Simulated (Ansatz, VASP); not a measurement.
## Ge: VASP beside Ansatz

The input INCAR:

```
ALGO     = Normal         # electronic algorithm
EDIFF    = 1E-6           # SCF threshold, eV
ENCUT    = 520            # plane-wave cutoff, eV
GGA      = PE             # functional
ISIF     = 2              # what is computed and relaxed
ISMEAR   = 0              # smearing method
LASPH    = T              # aspherical terms in the spheres
LCHARG   = T              # write CHGCAR
LELF     = T              # ELF
LREAL    = F              # projectors in reciprocal space
LVHAR    = T            
LWAVE    = F              # write WAVECAR
NBANDS   = 13             # bands
NELM     = 60             # most SCF steps
PREC     = Accurate       # precision mode
SIGMA    = 0.1            # smearing width, eV
```

Contents of KPOINTS:

```
k-points
0
Gamma
  16 16 16
```

Contents of POSCAR:

```
Ge
1.0
   -1.8105033258      1.8105033258      1.8105033258
    1.8105033258     -1.8105033258      1.8105033258
    1.8105033258      1.8105033258     -1.8105033258
Ge
1
Direct
    0.0000000000      0.0000000000      0.0000000000
```

Input for Ansatz:

```yaml
crystal:
  lattice:
    - [-1.8105033258, 1.8105033258, 1.8105033258]
    - [1.8105033258, -1.8105033258, 1.8105033258]
    - [1.8105033258, 1.8105033258, -1.8105033258]
  atoms:
    - { symbol: Ge, position: [0.0, 0.0, 0.0] }
basis:
  ecutwfc: 420
kpoints:
  mp_grid: { grid: [16, 16, 16] }
hamiltonian:
  xc: pbe
scf:
  occupations: { method: gaussian, width: 0.1 }
output:
  forces: true
  stress: true
  eigenvalues: true
  populations: true
```

Alike in both runs: task single point; functional PBE; k mesh 16 × 16 × 16; occupations gaussian, width 0.1 eV; no spin polarisation.

```csv
,VASP,Ansatz
version,VASP 6.6.1,Ansatz 0.2.0
potentials or method,"VASP PAW PBE potentials, release 64 (Ge_d), cutoff 520 eV","scalar-relativistic, plane waves, PAW"
valence electrons in the cell,14,14
```

Ansatz gave:

- gap on the k mesh at the Fermi level (eV): none
- pressure (GPa): -8.5

**Question.** Estimate VASP's values.

**Answer.** gap on the k mesh at the Fermi level (eV): none; pressure (GPa): -8.6.

A gap of «none» marks a metal or a gap that the smearing closes.
